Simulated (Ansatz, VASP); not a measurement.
AgCl: VASP beside Ansatz

The input INCAR:

```
SYSTEM = AgCl
PREC = Accurate
ENCUT = 520
EDIFF = 1E-6
ISMEAR = -1
SIGMA = 0.02
LREAL = .False.
LASPH = .True.
NELM = 100
ALGO = Normal
ISIF = 2
LWAVE = .False.
LCHARG = .True.
GGA = PE
LELF = .True.
LVHAR = .True.
NBANDS = 16
```

KPOINTS

```
Automatic mesh
0
Gamma
  8 8 8
  0 0 0
```

The input POSCAR:

```
AgCl
1.0
    0.0000000000      2.6345246234      2.9543391351
    2.6345246234      0.0000000000      2.9543391351
    2.6345246234      2.6345246234      0.0000000000
Ag Cl
1 1
Direct
    0.0000000000      0.0000000000      0.0000000000
    0.5000000000      0.5000000000      0.5000000000
```

Input for Ansatz:

```yaml
crystal:
  lattice:
    - [0.0, 2.6345246234, 2.9543391351]
    - [2.6345246234, 0.0, 2.9543391351]
    - [2.6345246234, 2.6345246234, 0.0]
  atoms:
    - { symbol: Ag, position: [0.0, 0.0, 0.0] }
    - { symbol: Cl, position: [0.5, 0.5, 0.5] }
kpoints:
  mp_grid: { grid: [8, 8, 8] }
  band_path:
    path:
      - [0.0, 0.0, 0.0]
      - [0.5, 0.0, 0.5]
      - [0.625, 0.25, 0.625]
      - [0.375, 0.375, 0.75]
      - [0.5, 0.5, 0.5]
      - [0.5, 0.25, 0.75]
      - [0.0375, 0.0375, 0.075]
      - [0.0, 0.0, 0.5]
    npoints: 1
hamiltonian:
  xc: pbe
scf:
  occupations: { method: fermi_dirac, width: 0.02 }
  n_extra_bands: 4
output:
  forces: true
  stress: true
  eigenvalues: true
```

Change from the starting cell: epitaxial_xy strain -5.0%.

Alike in both runs: task single point; functional PBE; k mesh 8 × 8 × 8; occupations fermi-dirac, width 0.02 eV; no spin polarisation.

|  | VASP | Ansatz |
| --- | --- | --- |
| version | VASP 6.6.1 | Ansatz 0.2.0 |
| potentials or method | VASP PAW PBE potentials, release 64 (Ag, Cl) | plane waves, PAW |
| plane-wave cutoff (eV) | 520 | 420 |
| valence electrons in the cell | 18 | 26 |

|  | VASP | Ansatz | Ansatz less VASP |
| --- | --- | --- | --- |
| pressure (GPa) | 5.0 | 5.2 | +0.16 |
| traceless stress, the component that is largest in VASP (GPa) | -3.19 | -3.25 | -0.056 |

With one functional, cell and mesh, what is left measures potentials, basis and numerics. VASP's potentials hold 18 valence electrons a cell and Ansatz's 26, so a difference there can come from the potentials and not from the codes.
